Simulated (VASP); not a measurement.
# PbF2 (R3m) in VASP: further runs

PbF2 is run at these levels: PBE; tasks: single point.

Program: VASP 6.6.1. These are calculated values, not measurements. Logs are shortened: lines on timing, memory, paths and dates and some standing lists are left out, and cuts for length are marked.

## Step 1: The cell of the first run

Symmetry: R3m, No. 160, trigonal system. The conventional cell has a = 4.200 Å, b = 4.200 Å, c = 10.288 Å, α = 90.00°, β = 90.00°, γ = 120.00°. Pb (site symmetry 3m) has 4 F at 2.07 to 2.45 Å within 2.7 Å. F (site symmetry 3m) has 4 Pb at 2.45 to 3.07 Å and 6 F at 2.97 Å within 3.2 Å. Within 2.7 Å of F (site symmetry 3m) lie 1 Pb at 2.07 Å.

## Step 2: Single point, PBE

Contents of INCAR:

```
PREC = Accurate
ENCUT = 520
EDIFF = 1E-6
ISMEAR = 0
SIGMA = 0.05
LREAL = F
LASPH = T
NELM = 80
ALGO = Normal
ISIF = 2
LWAVE = F
LCHARG = T
GGA = PE
LELF = T
LVHAR = T
NBANDS = 21
```

Contents of KPOINTS:

```
regular mesh
0
Gamma
  8 8 8
```

Contents of POSCAR:

```
PbF2
1.0
    0.0000000000      2.9698500000      2.9698500000
    2.9698500000      0.0000000000      2.9698500000
    2.9698500000      2.9698500000      0.0000000000
Pb F
1 2
Direct
    0.1458028863     -0.0486009621     -0.0486009621
    0.2500000000      0.2500000000      0.2500000000
    0.7500000000      0.7500000000      0.7500000000
```

Potentials or basis: VASP PAW PBE potentials, release 64 (Pb_d, F).

On the command line:

```sh
$ cat potpaw_PBE.64/Pb_d/POTCAR potpaw_PBE.64/F/POTCAR > POTCAR
$ mpirun -np 1 vasp_std > vasp.out
```

OUTCAR:

```text
PREC = Accurate
   ENCUT = 520
   EDIFF = 1E-6
   ISMEAR = 0
   LREAL = F
   LASPH = T
   NELM = 80
   ISIF = 2
   GGA = PE

 ion  position               nearest neighbor table
   1  0.146  0.951  0.951-   3 2.07   2 2.45   2 2.45   2 2.45   3 2.78   3 2.78   3 2.78
   2  0.250  0.250  0.250-   1 2.45   1 2.45   1 2.45
   3  0.750  0.750  0.750-   1 2.07   1 2.78   1 2.78   1 2.78

  LATTYP: Found a face centered cubic cell.
 ALAT       =     5.9397000000

  Lattice vectors:

 A1 = (   0.0000000000,   2.9698500000,   2.9698500000)
 A2 = (   2.9698500000,   0.0000000000,   2.9698500000)
 A3 = (   2.9698500000,   2.9698500000,   0.0000000000)

Analysis of symmetry for initial positions (statically):
=====================================================================
 Subroutine PRICEL returns:
 Original cell was already a primitive cell.

 Routine SETGRP: Setting up the symmetry group for a
 face centered cubic supercell.

 Subroutine GETGRP returns: Found  6 space group operations
 (whereof  6 operations were pure point group operations)
 out of a pool of 48 trial point group operations.

The static configuration has the point symmetry C_3v.

Analysis of symmetry for dynamics (positions and initial velocities):
=====================================================================
 Subroutine PRICEL returns:
 Original cell was already a primitive cell.

 Routine SETGRP: Setting up the symmetry group for a
 face centered cubic supercell.

 Subroutine GETGRP returns: Found  6 space group operations
 (whereof  6 operations were pure point group operations)
 out of a pool of 48 trial point group operations.

The dynamic configuration has the point symmetry C_3v.

 Subroutine INISYM returns: Found  6 space group operations
 (whereof  6 operations are pure point group operations),
 and found     1 'primitive' translations

----------------------------------------------------------------------------------------

                                     Primitive cell

  volume of cell :      52.3882

  direct lattice vectors                    reciprocal lattice vectors
     0.000000000  2.969850000  2.969850000    -0.168358671  0.168358671  0.168358671
     2.969850000  0.000000000  2.969850000     0.168358671 -0.168358671  0.168358671
     2.969850000  2.969850000  0.000000000     0.168358671  0.168358671 -0.168358671

  length of vectors
     4.200002148  4.200002148  4.200002148     0.291605773  0.291605773  0.291605773

  position of ions in fractional coordinates (direct lattice)
     0.145802886  0.951399038  0.951399038
     0.250000000  0.250000000  0.250000000
     0.750000000  0.750000000  0.750000000

  ion indices of the primitive-cell ions
   primitive index   ion index
                 1           1
                 2           2
                 3           3

----------------------------------------------------------------------------------------

 KPOINTS: regular mesh

Automatic generation of k-mesh.
 Grid dimensions read from file:
 generate k-points for:    8    8    8

 Generating k-lattice:

  Cartesian coordinates                     Fractional coordinates (reciprocal lattice)
    -0.021044834  0.021044834  0.021044834     0.125000000  0.000000000  0.000000000
     0.021044834 -0.021044834  0.021044834     0.000000000  0.125000000  0.000000000
     0.021044834  0.021044834 -0.021044834     0.000000000  0.000000000  0.125000000

  Length of vectors
     0.036450722  0.036450722  0.036450722

  Shift w.r.t. Gamma in fractional coordinates (k-lattice)
     0.000000000  0.000000000  0.000000000

 Subroutine IBZKPT returns following result:
 ===========================================

 Found     65 irreducible k-points:

 Following reciprocal coordinates:
            Coordinates               Weight
  0.000000  0.000000  0.000000      1.000000
  0.125000  0.000000  0.000000      2.000000
  0.000000  0.125000  0.000000      6.000000
  0.250000  0.000000  0.000000      2.000000
  0.000000  0.250000  0.000000      6.000000
  0.375000  0.000000  0.000000      2.000000
[... 16 lines left out ...]
 -0.250000  0.125000  0.000000      6.000000
  0.000000 -0.250000  0.125000     12.000000
 [... further k-points ...]
   k-points           NKPTS =     65   k-points in BZ     NKDIM =     65   number of bands    NBANDS=     21
   number of dos      NEDOS =    301   number of ions     NIONS =      3
   total plane-waves  NPLWV =  32768
   dimension x,y,z NGX =    32 NGY =   32 NGZ =   32
   dimension x,y,z NGXF=    64 NGYF=   64 NGZF=   64
   ions per type =               1   2
   NGX,Y,Z   is equivalent  to a cutoff of  12.67, 12.67, 12.67 a.u.
   NGXF,Y,Z  is equivalent  to a cutoff of  25.33, 25.33, 25.33 a.u.
 SYSTEM =  unknown system
   PREC   = accura    normal or accurate (medium, high low for compatibility)
   ISTART =      0    job   : 0-new  1-cont  2-samecut
   ICHARG =      2    charge: 1-file 2-atom 10-const
   ISPIN  =      1    spin polarized calculation?
   LNONCOLLINEAR =      F non collinear calculations
   LSORBIT =      F    spin-orbit coupling
   LASPH  =      T    aspherical Exc in radial PAW
   ENCUT  =  520.0 eV  38.22 Ry    6.18 a.u.   7.81  7.81  7.81*2*pi/ulx,y,z
   NELM   =     80;   NELMIN=  2; NELMDL= -5     # of ELM steps
   EDIFF  = 0.1E-05   stopping-criterion for ELM
   LREAL  =      F    real-space projection
   EDIFFG = 0.1E-04   stopping-criterion for IOM
   NSW    =      0    number of steps for IOM
   IBRION =     -1    ionic relax: 0-MD 1-quasi-New 2-CG
   NFREE  =      0    steps in history (QN), initial steepest desc. (CG)
   ISIF   =      2    stress and relaxation
   ISYM   =      2    0-nonsym 1-usesym 2-fastsym
   POTIM  = 0.5000    time-step for ionic-motion
   TEBEG  =    0.0;   TEEND  =   0.0 temperature during run
   PSTRESS=    0.0 pullay stress
   NELECT =      28.0000    total number of electrons
   NUPDOWN=      -1.0000    fix difference up-down
   EMIN   =  10.00;   EMAX   =-10.00  energy-range for DOS
   EFERMI =   0.00;   METHOD = LEGACY
   ISMEAR =     0;   SIGMA  =   0.05  broadening in eV -4-tet -1-fermi 0-gaus
   EFERMI_NEDOS =   21; number of points for ismear=-14 and -15
   IALGO  =     38    algorithm
   IMIX   =      4    mixing-type and parameters
     AMIX     =   0.40;   BMIX     =  1.00
     AMIX_MAG =   1.60;   BMIX_MAG =  1.00
  volume/ion in A,a.u.               =      17.46       117.84
  Fermi-wavevector in a.u.,A,eV,Ry     =   1.328566  2.510625 24.015460  1.765086
  Thomas-Fermi vector in A             =   2.457794
   LORBIT       =      0    0 simple, 1 ext, 2 COOP (PROOUT), +10 PAW based schemes
   GGA     = PE    functional components
   LHFCALC =     F    Hartree Fock is set to
   AEXX    =    0.0000 exact exchange contribution
   IVDW    =     0    specifies the selected vdW correction
   LEPSILON=     F    determine dielectric tensor
   LRPA    =     F    only Hartree local field effects (RPA)
 non-spin polarized calculation
 Gauss-broadening in eV      SIGMA  =   0.05
  energy-cutoff  :      520.00
  volume of cell :       52.39
 maximum number of plane-waves:      1424
   NGX = 15   NGY = 15   NGZ = 15

 number of electron      28.0000011 magnetization

 Free energy of the ion-electron system (eV)
  ---------------------------------------------------
  ext. energy  EPLUGINS =         0.00000000
  ---------------------------------------------------
  free energy    TOTEN  =       -13.94892987 eV

  energy without entropy =      -13.94892987  energy(sigma->0) =      -13.94892987

 E-fermi :   2.2972     XC(G=0):  -9.3352

 val. band max:        2.0144169288   @ k =  -0.2500   0.5000   0.2500
 cond. band min:       6.5102412278   @ k =   0.5000   0.5000   0.0000
 fundamental gap:      4.4958242990
 Fermi energy:         2.2972353599

 k-point     1 :       0.0000    0.0000    0.0000
  band No.  band energies     occupation
      1     -19.7507      2.00000
      2     -19.0033      2.00000
      3     -12.5047      2.00000
      4     -12.5047      2.00000
      5     -12.4003      2.00000
      6     -12.4003      2.00000
[... 13 lines left out ...]
     20      16.5594      0.00000
     21      17.7447      0.00000

 k-point     2 :       0.1250    0.0000    0.0000
  band No.  band energies     occupation
      1     -19.7280      2.00000
      2     -19.0187      2.00000
      3     -12.5025      2.00000
      4     -12.5025      2.00000
      5     -12.3951      2.00000
      6     -12.3951      2.00000
[... 13 lines left out ...]
     20      16.2728      0.00000
     21      17.5701      0.00000

 k-point     3 :       0.0000    0.1250    0.0000
  band No.  band energies     occupation
      1     -19.7316      2.00000
      2     -19.0153      2.00000
      3     -12.4998      2.00000
      4     -12.4949      2.00000
      5     -12.4029      2.00000
      6     -12.4001      2.00000
[... 13 lines left out ...]
     20      16.3482      0.00000
     21      17.7104      0.00000

 k-point     4 :       0.2500    0.0000    0.0000
  band No.  band energies     occupation
      1     -19.6733      2.00000
      2     -19.0537      2.00000
      3     -12.4997      2.00000
      4     -12.4997      2.00000
      5     -12.3795      2.00000
      6     -12.3795      2.00000
[... 13 lines left out ...]
     20      15.8329      0.00000
     21      17.3804      0.00000

 k-point     5 :       0.0000    0.2500    0.0000
  band No.  band energies     occupation
      1     -19.6854      2.00000
      2     -19.0424      2.00000
      3     -12.4721      2.00000
      4     -12.4713      2.00000
      5     -12.4087      2.00000
      6     -12.3963      2.00000
[... 13 lines left out ...]
     20      16.0722      0.00000
     21      17.1143      0.00000

 k-point     6 :       0.3750    0.0000    0.0000
  band No.  band energies     occupation
      1     -19.6187      2.00000
      2     -19.0879      2.00000
      3     -12.5001      2.00000
      4     -12.5001      2.00000
      5     -12.3606      2.00000
      6     -12.3606      2.00000
[... 13 lines left out ...]
     20      15.5675      0.00000
     21      16.9611      0.00000

 k-point     7 :       0.0000    0.3750    0.0000
  band No.  band energies     occupation
      1     -19.6394      2.00000
      2     -19.0695      2.00000
      3     -12.4493      2.00000
      4     -12.4233      2.00000
      5     -12.4128      2.00000
      6     -12.3864      2.00000
[... 13 lines left out ...]
     20      15.8121      0.00000
     21      16.2040      0.00000
[... 291 lines left out ...]
      1     -19.6046      2.00000
      2     -19.0923      2.00000
      3     -12.4903      2.00000
      4     -12.4832      2.00000
      5     -12.3631      2.00000
      6     -12.3530      2.00000
[... 13 lines left out ...]
     20      16.2183      0.00000
     21      17.9166      0.00000

 k-point    21 :       0.0000   -0.3750    0.1250
  band No.  band energies     occupation
      1     -19.6254      2.00000
      2     -19.0740      2.00000
      3     -12.4571      2.00000
      4     -12.4136      2.00000
      5     -12.3963      2.00000
      6     -12.3682      2.00000
[... 13 lines left out ...]
     20      16.2375      0.00000
     21      17.4370      0.00000

 k-point    22 :       0.1250    0.0000   -0.3750
  band No.  band energies     occupation
      1     -19.6213      2.00000
      2     -19.0778      2.00000
      3     -12.4438      2.00000
      4     -12.4152      2.00000
      5     -12.4107      2.00000
      6     -12.3584      2.00000
[... 13 lines left out ...]
     20      16.2837      0.00000
     21      17.4194      0.00000

 k-point    23 :      -0.2500    0.1250    0.0000
  band No.  band energies     occupation
      1     -19.6460      2.00000
      2     -19.0685      2.00000
      3     -12.4899      2.00000
      4     -12.4843      2.00000
      5     -12.3847      2.00000
      6     -12.3649      2.00000
[... 13 lines left out ...]
     20      16.2868      0.00000
     21      17.9069      0.00000

 k-point    24 :       0.0000   -0.2500    0.1250
  band No.  band energies     occupation
      1     -19.6611      2.00000
      2     -19.0545      2.00000
      3     -12.4766      2.00000
      4     -12.4256      2.00000
      5     -12.4084      2.00000
      6     -12.4006      2.00000
[... 13 lines left out ...]
     20      16.1857      0.00000
     21      17.6621      0.00000

 [... further k-points ...]
[... 5 lines left out ...]
  --------------------------------------------------------------------------------------
  -------------------------------------------------------------------------------------
  Total        2.9654298      2.9654298      2.9654298     -1.4113321      1.4113321     -1.4113321
  in kB       90.6911050     90.6911050     90.6911050    -43.1624670     43.1624670    -43.1624670
  external PRESSURE =      90.6911050 kB  Pullay stress =       0.0000000 kB

 VOLUME and BASIS-vectors are now :
 -----------------------------------------------------------------------------
  energy-cutoff  :      520.00
  volume of cell :       52.39
      direct lattice vectors                 reciprocal lattice vectors
     0.000000000  2.969850000  2.969850000    -0.168358671  0.168358671  0.168358671
     2.969850000  0.000000000  2.969850000     0.168358671 -0.168358671  0.168358671
     2.969850000  2.969850000  0.000000000     0.168358671  0.168358671 -0.168358671

 POSITION                                       TOTAL-FORCE (eV/Angst)
 -----------------------------------------------------------------------------------
      5.65102      3.25853      3.25853         1.444449     -1.444449     -1.444449
      1.48493      1.48493      1.48493        -0.120483      0.120483      0.120483
      4.45477      4.45477      4.45477        -1.323966      1.323966      1.323966
 -----------------------------------------------------------------------------------
    total drift:                               -0.000582      0.000580      0.000580

  FREE ENERGIE OF THE ION-ELECTRON SYSTEM (eV)
  ---------------------------------------------------
  free  energy   TOTEN  =       -13.9489298730 eV

  energy  without entropy=      -13.9489298730  energy(sigma->0) =      -13.94892987
```

Wall time 80 s (1 thread of AMD EPYC 7R13, shared host); peak memory 0.18 GiB.

What came out:

```yaml
Free_energy: -13.9489 eV
Pressure: 9.1 GPa
Largest_force: 2.502 eV/Å
Band_gap_on_the_k_mesh: 4.50 eV, indirect (least direct gap 4.76 eV)
```

Forces on the atoms (eV/Å):
```
Pb   1.444 -1.444 -1.444
F   -0.120  0.120  0.120
F   -1.324  1.324  1.324
```

Levels at points of the mesh, in eV from the valence-band top:
```
           k point  band 12  band 13  band 14  band 15  band 16  band 17
(0.00, 0.00, 0.00)    -2.28    -2.28    -2.06     6.68     6.68     7.90
(0.50, 0.00, 0.00)    -2.58    -2.58    -0.22     5.27     7.57     7.57
(0.00, 0.50, 0.00)    -2.56    -2.24    -0.13     4.75     7.56     8.37
(0.50, 0.50, 0.00)    -2.07    -1.77    -0.26     4.50     7.52     7.84
```

Caveat: the cell differs from its parent crystal (all Pb atoms moved -0.500 Å, as atom 1 towards its neighbour atom 2 (F) at 2.572 Å); spin-orbit coupling is left out, which moves the levels of the heavy elements; forces of over 1 eV/Å act on the atoms, so gaps and moduli don't describe the material at rest.

(Continued in part 2 of 2.)
